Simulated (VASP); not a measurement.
# PbS in VASP: single point with PBE

Aim: the single point of PbS with PBE.

All numbers are computed with VASP 6.6.1; they aren't measurements. Logs are shortened: lines on timing, memory, paths and dates and some standing lists are left out, and cuts for length are marked.

### 1 The cell of the first run

The cell holds a slab with vacuum, 4 atoms: a = 4.187 Å, b = 4.206 Å, c = 12.045 Å, α = 94.15°, β = 93.91°, γ = 89.28°.

### 2 Single point, PBE (atoms moved at random and the cell strained at random)

Input file INCAR:

```
PREC = Accurate
ENCUT = 500
EDIFF = 1E-6
ISMEAR = 0
SIGMA = 0.02
LREAL = False
LASPH = True
NELM = 120
ALGO = Normal
ISIF = 2
LWAVE = False
LCHARG = False
GGA = PE
NBANDS = 28
GGA_COMPAT = False
```

Input file KPOINTS:

```
Automatic mesh
0
Gamma
  8 8 4
```

Input file POSCAR:

```
PbS
1.0
    2.9791455350     -2.9418964200     -0.0076730000
    2.9928335350      2.9557755800     -0.0158510000
   -1.1435955335     -0.0190590169     11.9906520014
Pb S
2 2
Direct
    0.7620176147      0.7714520974      0.6343653603
    0.2169241656      0.2320310622      0.3642092757
    0.2888620512      0.2728413616      0.5999040927
    0.7321961685      0.7236754788      0.4015212712
```

Potentials or basis: VASP PAW PBE potentials, release 64 (Pb_d, S).

Run with:

```console
$ cat potpaw_PBE.64/Pb_d/POTCAR potpaw_PBE.64/S/POTCAR > POTCAR
$ mpirun -np 1 vasp_std > vasp.out
```

OUTCAR:

```text
PREC = Accurate
   ENCUT = 500
   EDIFF = 1E-6
   ISMEAR = 0
   LREAL = False
   LASPH = True
   NELM = 120
   ISIF = 2
   GGA = PE

 ion  position               nearest neighbor table
   1  0.762  0.771  0.634-   4 2.79   3 2.89   3 2.91   3 3.05   3 3.14
   2  0.217  0.232  0.364-   3 2.83   4 2.91   4 3.00   4 3.04   4 3.05
   3  0.289  0.273  0.600-   2 2.83   1 2.89   1 2.91   1 3.05   1 3.14
   4  0.732  0.724  0.402-   1 2.79   2 2.91   2 3.00   2 3.04   2 3.05

  LATTYP: Found a triclinic cell.
 ALAT       =     4.1868987974
 B/A-ratio  =     1.4086066656
 C/A-ratio  =     3.0821080981
 COS(alpha) =     0.0008189214
 COS(beta)  =     0.2648148010
 COS(gamma) =     0.7009867804

  Lattice vectors:

 A1 = (  -2.9791455350,   2.9418964200,   0.0076730000)
 A2 = (   0.0136880000,   5.8976720000,  -0.0081780000)
 A3 = (  -4.8283835365,   0.0051798569, -11.9671280014)

Analysis of symmetry for initial positions (statically):
=====================================================================
 Subroutine PRICEL returns:
 Original cell was already a primitive cell.

 Routine SETGRP: Setting up the symmetry group for a
 triclinic supercell.

 Subroutine GETGRP returns: Found  1 space group operations
 (whereof  1 operations were pure point group operations)
 out of a pool of  2 trial point group operations.

The static configuration has the point symmetry C_1 .

Analysis of symmetry for dynamics (positions and initial velocities):
=====================================================================
 Subroutine PRICEL returns:
 Original cell was already a primitive cell.

 Routine SETGRP: Setting up the symmetry group for a
 triclinic supercell.

 Subroutine GETGRP returns: Found  1 space group operations
 (whereof  1 operations were pure point group operations)
 out of a pool of  2 trial point group operations.

The dynamic configuration has the point symmetry C_1 .

 Subroutine INISYM returns: Found  1 space group operations
 (whereof  1 operations are pure point group operations),
 and found     1 'primitive' translations

----------------------------------------------------------------------------------------

                                     Primitive cell

  volume of cell :     211.0792

  direct lattice vectors                    reciprocal lattice vectors
     2.979145535 -2.941896420 -0.007673000     0.167905610 -0.169926293  0.015743721
     2.992833535  2.955775580 -0.015851000     0.167119309  0.169193034  0.016207755
    -1.143595534 -0.019059017 11.990652001     0.000328368  0.000114926  0.083429801

  length of vectors
     4.186898797  4.206413330 12.045078223     0.239405730  0.238364925  0.083430526

  position of ions in fractional coordinates (direct lattice)
     0.762017615  0.771452097  0.634365360
     0.216924166  0.232031062  0.364209276
     0.288862051  0.272841362  0.599904093
     0.732196169  0.723675479  0.401521271

  ion indices of the primitive-cell ions
   primitive index   ion index
                 1           1
                 2           2
                 3           3
                 4           4

----------------------------------------------------------------------------------------

 KPOINTS: Automatic mesh

Automatic generation of k-mesh.
 Grid dimensions read from file:
 generate k-points for:    8    8    4

 Generating k-lattice:

  Cartesian coordinates                     Fractional coordinates (reciprocal lattice)
     0.020988201 -0.021240787  0.001967965     0.125000000 -0.000000000  0.000000000
     0.020889914  0.021149129  0.002025969     0.000000000  0.125000000 -0.000000000
     0.000082092  0.000028731  0.020857450     0.000000000  0.000000000  0.250000000

  Length of vectors
     0.029925716  0.029795616  0.020857632

  Shift w.r.t. Gamma in fractional coordinates (k-lattice)
     0.000000000  0.000000000  0.000000000

 Subroutine IBZKPT returns following result:
 ===========================================

 Found    132 irreducible k-points:

 Following reciprocal coordinates:
            Coordinates               Weight
  0.000000  0.000000  0.000000      1.000000
  0.125000 -0.000000  0.000000      2.000000
  0.250000 -0.000000  0.000000      2.000000
  0.375000  0.000000  0.000000      2.000000
  0.500000 -0.000000  0.000000      1.000000
  0.000000  0.125000  0.000000      2.000000
[... 16 lines left out ...]
  0.125000  0.375000  0.000000      2.000000
  0.250000  0.375000  0.000000      2.000000
 [... further k-points ...]
   k-points           NKPTS =    132   k-points in BZ     NKDIM =    132   number of bands    NBANDS=     28
   number of dos      NEDOS =    301   number of ions     NIONS =      4
   total plane-waves  NPLWV =  92160
   dimension x,y,z NGX =    32 NGY =   32 NGZ =   90
   dimension x,y,z NGXF=    64 NGYF=   64 NGZF=  180
   ions per type =               2   2
   NGX,Y,Z   is equivalent  to a cutoff of  12.71, 12.65, 12.42 a.u.
   NGXF,Y,Z  is equivalent  to a cutoff of  25.41, 25.29, 24.84 a.u.
 SYSTEM =  unknown system
   PREC   = accura    normal or accurate (medium, high low for compatibility)
   ISTART =      0    job   : 0-new  1-cont  2-samecut
   ICHARG =      2    charge: 1-file 2-atom 10-const
   ISPIN  =      1    spin polarized calculation?
   LNONCOLLINEAR =      F non collinear calculations
   LSORBIT =      F    spin-orbit coupling
   LASPH  =      T    aspherical Exc in radial PAW
   ENCUT  =  500.0 eV  36.75 Ry    6.06 a.u.   7.63  7.67 21.96*2*pi/ulx,y,z
   NELM   =    120;   NELMIN=  2; NELMDL= -5     # of ELM steps
   EDIFF  = 0.1E-05   stopping-criterion for ELM
   LREAL  =      F    real-space projection
   EDIFFG = 0.1E-04   stopping-criterion for IOM
   NSW    =      0    number of steps for IOM
   IBRION =     -1    ionic relax: 0-MD 1-quasi-New 2-CG
   NFREE  =      0    steps in history (QN), initial steepest desc. (CG)
   ISIF   =      2    stress and relaxation
   ISYM   =      2    0-nonsym 1-usesym 2-fastsym
   POTIM  = 0.5000    time-step for ionic-motion
   TEBEG  =    0.0;   TEEND  =   0.0 temperature during run
   PSTRESS=    0.0 pullay stress
   NELECT =      40.0000    total number of electrons
   NUPDOWN=      -1.0000    fix difference up-down
   EMIN   =  10.00;   EMAX   =-10.00  energy-range for DOS
   EFERMI =   0.00;   METHOD = LEGACY
   ISMEAR =     0;   SIGMA  =   0.02  broadening in eV -4-tet -1-fermi 0-gaus
   EFERMI_NEDOS =   21; number of points for ismear=-14 and -15
   IALGO  =     38    algorithm
   IMIX   =      4    mixing-type and parameters
     AMIX     =   0.40;   BMIX     =  1.00
     AMIX_MAG =   1.60;   BMIX_MAG =  1.00
  volume/ion in A,a.u.               =      52.77       356.11
  Fermi-wavevector in a.u.,A,eV,Ry     =   0.940329  1.776964 12.030518  0.884218
  Thomas-Fermi vector in A             =   2.067730
   LORBIT       =      0    0 simple, 1 ext, 2 COOP (PROOUT), +10 PAW based schemes
   GGA     = PE    functional components
   LHFCALC =     F    Hartree Fock is set to
   AEXX    =    0.0000 exact exchange contribution
   IVDW    =     0    specifies the selected vdW correction
   LEPSILON=     F    determine dielectric tensor
   LRPA    =     F    only Hartree local field effects (RPA)
 non-spin polarized calculation
 Gauss-broadening in eV      SIGMA  =   0.02
  energy-cutoff  :      500.00
  volume of cell :      211.08
 maximum number of plane-waves:      5388
   NGX = 15   NGY = 15   NGZ = 43

 number of electron      39.9999996 magnetization

 Free energy of the ion-electron system (eV)
  ---------------------------------------------------
  ext. energy  EPLUGINS =         0.00000000
  ---------------------------------------------------
  free energy    TOTEN  =       -17.15503042 eV

  energy without entropy =      -17.15503042  energy(sigma->0) =      -17.15503042

 E-fermi :   0.4832     XC(G=0):  -5.7253

 val. band max:        0.3830771433   @ k =   0.0000   0.3750   0.5000
 cond. band min:       1.7002937351   @ k =  -0.0000   0.0000   0.5000
 fundamental gap:      1.3172165918
 Fermi energy:         0.4831629857

 k-point     1 :       0.0000    0.0000    0.0000
  band No.  band energies     occupation
      1     -15.9596      2.00000
      2     -15.9159      2.00000
      3     -15.8841      2.00000
      4     -15.8760      2.00000
      5     -15.8685      2.00000
      6     -15.8559      2.00000
[... 20 lines left out ...]
     27       6.5309      0.00000
     28       6.6043      0.00000

 k-point     2 :       0.1250   -0.0000    0.0000
  band No.  band energies     occupation
      1     -15.9541      2.00000
      2     -15.9110      2.00000
      3     -15.8858      2.00000
      4     -15.8766      2.00000
      5     -15.8722      2.00000
      6     -15.8527      2.00000
[... 20 lines left out ...]
     27       6.1492      0.00000
     28       6.5305      0.00000

 k-point     3 :       0.2500   -0.0000    0.0000
  band No.  band energies     occupation
      1     -15.9421      2.00000
      2     -15.8988      2.00000
      3     -15.8905      2.00000
      4     -15.8812      2.00000
      5     -15.8763      2.00000
      6     -15.8476      2.00000
[... 20 lines left out ...]
     27       5.6949      0.00000
     28       6.8858      0.00000

 k-point     4 :       0.3750    0.0000    0.0000
  band No.  band energies     occupation
      1     -15.9318      2.00000
      2     -15.8979      2.00000
      3     -15.8917      2.00000
      4     -15.8836      2.00000
      5     -15.8735      2.00000
      6     -15.8448      2.00000
[... 20 lines left out ...]
     27       5.4359      0.00000
     28       6.6623      0.00000

 k-point     5 :       0.5000   -0.0000    0.0000
  band No.  band energies     occupation
      1     -15.9277      2.00000
      2     -15.9004      2.00000
      3     -15.8952      2.00000
      4     -15.8810      2.00000
      5     -15.8700      2.00000
      6     -15.8440      2.00000
[... 20 lines left out ...]
     27       5.7561      0.00000
     28       5.9695      0.00000

 k-point     6 :       0.0000    0.1250    0.0000
  band No.  band energies     occupation
      1     -15.9545      2.00000
      2     -15.9110      2.00000
      3     -15.8853      2.00000
      4     -15.8773      2.00000
      5     -15.8716      2.00000
      6     -15.8531      2.00000
[... 463 lines left out ...]
      5     -15.8792      2.00000
      6     -15.8430      2.00000
[... 20 lines left out ...]
     27       5.6353      0.00000
     28       6.9780      0.00000

 k-point    22 :       0.0000    0.3750   -0.0000
  band No.  band energies     occupation
      1     -15.9343      2.00000
      2     -15.8979      2.00000
      3     -15.8891      2.00000
      4     -15.8799      2.00000
      5     -15.8773      2.00000
      6     -15.8452      2.00000
[... 20 lines left out ...]
     27       5.4315      0.00000
     28       6.6502      0.00000

 k-point    23 :       0.1250    0.3750    0.0000
  band No.  band energies     occupation
      1     -15.9310      2.00000
      2     -15.9060      2.00000
      3     -15.8926      2.00000
      4     -15.8799      2.00000
      5     -15.8766      2.00000
      6     -15.8387      2.00000
[... 20 lines left out ...]
     27       5.5790      0.00000
     28       6.7868      0.00000

 k-point    24 :       0.2500    0.3750    0.0000
  band No.  band energies     occupation
      1     -15.9347      2.00000
      2     -15.9207      2.00000
      3     -15.8938      2.00000
      4     -15.8845      2.00000
      5     -15.8676      2.00000
      6     -15.8333      2.00000
[... 20 lines left out ...]
     27       5.8483      0.00000
     28       7.1714      0.00000

 [... further k-points ...]

------------------------ aborting loop because EDIFF is reached ----------------------------------------

  FORCE on cell =-STRESS in cart. coord.  units (eV):
  Direction    XX          YY          ZZ          XY          YZ          ZX
  --------------------------------------------------------------------------------------
  -------------------------------------------------------------------------------------
  Total       -0.7480367      0.0077106     -2.7669801     -0.1007305      0.0849274     -0.1997151
  in kB       -5.6779050      0.0585264    -21.0025131     -0.7645855      0.6446336     -1.5159196
  external PRESSURE =      -8.8739639 kB  Pullay stress =       0.0000000 kB

 VOLUME and BASIS-vectors are now :
 -----------------------------------------------------------------------------
  energy-cutoff  :      500.00
  volume of cell :      211.08
      direct lattice vectors                 reciprocal lattice vectors
     2.979145535 -2.941896420 -0.007673000     0.167905610 -0.169926293  0.015743721
     2.992833535  2.955775580 -0.015851000     0.167119309  0.169193034  0.016207755
    -1.143595534 -0.019059017 11.990652001     0.000328368  0.000114926  0.083429801

 POSITION                                       TOTAL-FORCE (eV/Angst)
 -----------------------------------------------------------------------------------
      3.85353      0.02637      7.58838         0.009153     -0.013065     -0.621249
      0.92417      0.04072      4.36176        -0.004363     -0.005292      0.789919
      0.99108     -0.05478      7.18670        -0.096646      0.050160     -0.266959
      3.88798     -0.02268      4.79741         0.091856     -0.031803      0.098289
 -----------------------------------------------------------------------------------
    total drift:                               -0.000180      0.000258     -0.000328

  FREE ENERGIE OF THE ION-ELECTRON SYSTEM (eV)
  ---------------------------------------------------
  free  energy   TOTEN  =       -17.1550304178 eV

  energy  without entropy=      -17.1550304178  energy(sigma->0) =      -17.15503042
```

Wall time 9.2 min (1 thread of AMD EPYC 9R45 (Zen 5), shared host); peak memory 0.67 GiB.

What came out:

| Property | Result |
| --- | --- |
| Free energy | -17.1550 eV |
| Largest force | 0.790 eV/Å |
| Band gap on the k mesh | 1.32 eV (least direct gap 1.33 eV) |

Forces in eV/Å, atoms in the order of the input:
```
Pb   0.009 -0.013 -0.621
Pb  -0.004 -0.005  0.790
S   -0.097  0.050 -0.267
S    0.092 -0.032  0.098
```

Caveat: the cell differs from its parent crystal (atoms moved at random and the cell strained at random); there is no dipole correction, which matters where the two faces differ; spin-orbit coupling is left out, which moves the levels of the heavy elements.
